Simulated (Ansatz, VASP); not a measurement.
# SnO in VASP and in Ansatz

```xyz
8
Lattice="2.7369 -2.7378 0.0000 2.7369 2.7378 0.0000 0.0000 0.0000 10.2220" Properties=species:S:1:pos:R:3 pbc="T T T"
Sn    2.7369   -1.2952    8.8303
Sn    2.7369    1.2952    1.3916
Sn    2.7369   -1.4426    3.7193
Sn    2.7369    1.4426    6.5026
O     1.3685   -0.0654    2.5555
O     4.1054    0.0654    7.6665
O     1.3685    0.0654    7.6665
O     4.1054   -0.0654    2.5555
```

Alike in both runs: task single point; functional r2SCAN; k mesh 10 × 10 × 4; occupations gaussian, width 0.02 eV; no spin polarisation.

|  | VASP | Ansatz |
| --- | --- | --- |
| version | VASP 6.6.1 | Ansatz 0.2.0 |
| potentials or method | VASP PAW PBE potentials, release 64 (Sn_d, O), cutoff 520 eV | scalar-relativistic, plane waves, PAW |
| valence electrons in the cell | 80 | 80 |

|  | VASP | Ansatz | Ansatz less VASP |
| --- | --- | --- | --- |
| gap on the k mesh at the Fermi level (eV) | 0.72 | 0.71 | -0.004 |
| least direct gap on the mesh (eV) | 2.07 | 2.12 | +0.056 |
| pressure (GPa) | -3.7 | -4.2 | -0.46 |
| traceless stress, the component that is largest in VASP (GPa) | 0.70 | 0.75 | +0.053 |
| rms of the force components (eV/Å) | 0.186 | 0.238 | +0.0516 |

VASP's potentials were made for PBE, not for r2SCAN. Atom by atom the forces differ by 0.052 eV/Å (rms over components). The functional is the same, so the differences come from potentials, cutoffs and numerics.
